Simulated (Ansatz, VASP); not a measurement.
## TaN in VASP and in Ansatz

INCAR

```
SYSTEM = TaN
PREC = Accurate
ENCUT = 520
EDIFF = 1E-6
ISMEAR = 0
SIGMA = 0.1
LREAL = Auto
LASPH = .TRUE.
NELM = 100
ALGO = Normal
ISIF = 2
LWAVE = .FALSE.
LCHARG = .FALSE.
LDIPOL = .TRUE.
IDIPOL = 3
DIPOL = 0.5 0.5 0.443
GGA = PE
NBANDS = 114
```

KPOINTS

```
regular mesh
0
G
  3 3 1
  0 0 0
```

The input POSCAR:

```
TaN
1.0
    6.2469625124      0.0000000000      0.0000000000
    0.0000000000      6.2469625124      0.0000000000
    0.0000000000      0.0000000000     23.0086695543
Ta N
12 12
Direct
    0.5000000000      0.5000000000      0.3476950278
    0.5000000000      0.0000000000      0.3476950278
    0.0000000000      0.5000000000      0.3476950278
    0.0000000000      0.0000000000      0.3476950278
    0.7232786631      0.7518580589      0.4416558582
    0.7712029496      0.2518759916      0.4439225386
    0.2823516744      0.7429168730      0.4410202820
    0.2260802525      0.2591243231      0.4409281501
   -0.0175201229      0.0123039602      0.5291964796
   -0.0052408629      0.4944949769      0.5305232741
    0.5070997986     -0.0055943412      0.5301941406
    0.4983973956      0.5075023390      0.5635814971
    0.2500000000      0.2500000000      0.3476950278
    0.2500000000      0.7500000000      0.3476950278
    0.7500000000      0.2500000000      0.3476950278
    0.7500000000      0.7500000000      0.3476950278
    0.5066356840      0.4742191633      0.4430510945
    0.4900735923      0.0305030868      0.4393809697
   -0.0066888422      0.5346748988      0.4396232120
    0.0111261473     -0.0278700245      0.4396030590
    0.7586580016      0.7525968612      0.5419400922
    0.7389896141      0.2572019517      0.5464031664
    0.2515195676      0.7472620170      0.5377110372
    0.2424650457      0.2456341818      0.5394146797
```

Input for Ansatz:

```yaml
crystal:
  lattice:
    - [6.2469625124, 0.0, 0.0]
    - [0.0, 6.2469625124, 0.0]
    - [0.0, 0.0, 23.0086695543]
  atoms:
    - { symbol: Ta, position: [0.5, 0.5, 0.3476950278] }
    - { symbol: Ta, position: [0.5, 0.0, 0.3476950278] }
    - { symbol: Ta, position: [0.0, 0.5, 0.3476950278] }
    - { symbol: Ta, position: [0.0, 0.0, 0.3476950278] }
    - { symbol: "N", position: [0.25, 0.25, 0.3476950278] }
    - { symbol: "N", position: [0.25, 0.75, 0.3476950278] }
    - { symbol: "N", position: [0.75, 0.25, 0.3476950278] }
    - { symbol: "N", position: [0.75, 0.75, 0.3476950278] }
    - { symbol: Ta, position: [0.7232786631, 0.7518580589, 0.4416558582] }
    - { symbol: Ta, position: [0.7712029496, 0.2518759916, 0.4439225386] }
    - { symbol: Ta, position: [0.2823516744, 0.742916873, 0.441020282] }
    - { symbol: Ta, position: [0.2260802525, 0.2591243231, 0.4409281501] }
    - { symbol: "N", position: [0.506635684, 0.4742191633, 0.4430510945] }
    - { symbol: "N", position: [0.4900735923, 0.0305030868, 0.4393809697] }
    - { symbol: "N", position: [-0.0066888422, 0.5346748988, 0.439623212] }
    - { symbol: "N", position: [0.0111261473, -0.0278700245, 0.439603059] }
    - { symbol: Ta, position: [-0.0175201229, 0.0123039602, 0.5291964796] }
    - { symbol: Ta, position: [-0.0052408629, 0.4944949769, 0.5305232741] }
    - { symbol: Ta, position: [0.5070997986, -0.0055943412, 0.5301941406] }
    - { symbol: Ta, position: [0.4983973956, 0.507502339, 0.5635814971] }
    - { symbol: "N", position: [0.7586580016, 0.7525968612, 0.5419400922] }
    - { symbol: "N", position: [0.7389896141, 0.2572019517, 0.5464031664] }
    - { symbol: "N", position: [0.2515195676, 0.747262017, 0.5377110372] }
    - { symbol: "N", position: [0.2424650457, 0.2456341818, 0.5394146797] }
basis:
  ecutwfc: 420
kpoints:
  mp_grid: { grid: [3, 3, 1] }
hamiltonian:
  xc: pbe
scf:
  occupations: { method: gaussian, width: 0.1 }
output:
  forces: true
  eigenvalues: true
  write_density: true
  volumetric_format: npy
efield:
  axis: 3
  dipole_correction: true
  ramp_width: 0.04
```

Alike in both runs: task single point; functional PBE; k mesh 3 × 3 × 1; occupations gaussian, width 0.1 eV; no spin polarisation.

```csv
,VASP,Ansatz
version,VASP 6.6.1,Ansatz 0.2.0
potentials or method,"VASP PAW PBE potentials, release 64 (Ta_pv, N), cutoff 520 eV","scalar-relativistic, plane waves, PAW"
valence electrons in the cell,192,216
```

```tsv
	VASP	Ansatz	Ansatz less VASP
gap on the k mesh at the Fermi level (eV)	none	none	-
rms of the force components (eV/Å)	0.761	0.763	+0.0017
```

A gap of «none» marks a metal or a gap that the smearing closes. VASP's potentials hold 192 valence electrons a cell and Ansatz's 216, so a difference there can come from the potentials and not from the codes.

Spin-orbit coupling is off throughout.
